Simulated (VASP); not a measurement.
BN: single point with r2SCAN

The system is BN.

```
B N
1.0
     0.00000    1.66118    2.15954
     1.66118    0.00000    2.15954
     1.66118    1.66118    0.00000
B N
1 1
Direct
  0.00000 0.00000 0.00000
  0.75000 0.75000 0.75000
```

This cell differs from its parent crystal: ratio of the length along z to the lengths across it x 1.3, volume and fractional coordinates fixed.

```json
{"Program": "VASP 6.6.1", "Task": "single point", "Functional": "r2SCAN", "Potentials or basis": "VASP PAW PBE potentials, release 64 (B, N)", "Cutoff": "520 eV", "k mesh": "12 × 12 × 12", "Occupations": "gaussian, width 0.05 eV", "Spin": "no spin polarisation", "Dipole correction": "no", "Further INCAR settings": "ALGO = Normal; EDIFF = 1e-06; NBANDS = 11"}
```

```
Pressure               : -1.8 GPa
Band gap on the k mesh : 2.39 eV, indirect (least direct gap 5.03 eV)
```

Stress tensor (GPa, compression positive):
```
  73.90    0.00    0.00
   0.00   73.90    0.00
   0.00    0.00 -153.21
```

Levels at points of the mesh, in eV from the valence-band top:
```tsv
k point	band 1	band 2	band 3	band 4	band 5	band 6	band 7	band 8
(0.00, 0.00, 0.00)	-22.55	-3.93	-0.06	-0.06	8.03	8.05	8.05	9.98
(0.50, 0.00, 0.00)	-18.04	-12.22	-5.53	-0.79	4.24	11.45	13.82	14.66
(0.50, 0.50, 0.00)	-18.70	-12.99	-3.58	-3.58	7.28	12.65	16.51	16.51
(0.50, 0.00, 0.50)	-15.59	-9.21	-7.11	-7.10	2.39	6.70	13.70	16.65
```

It took 52 s on 1 thread of Intel(R) Xeon(R) Platinum 8488C (Sapphire Rapids), with other jobs on the host, peak memory 0.13 GiB.

Caveat: the PAW data sets were made with another functional, which shifts forces and pressure a little. A k mesh can miss the band edges.
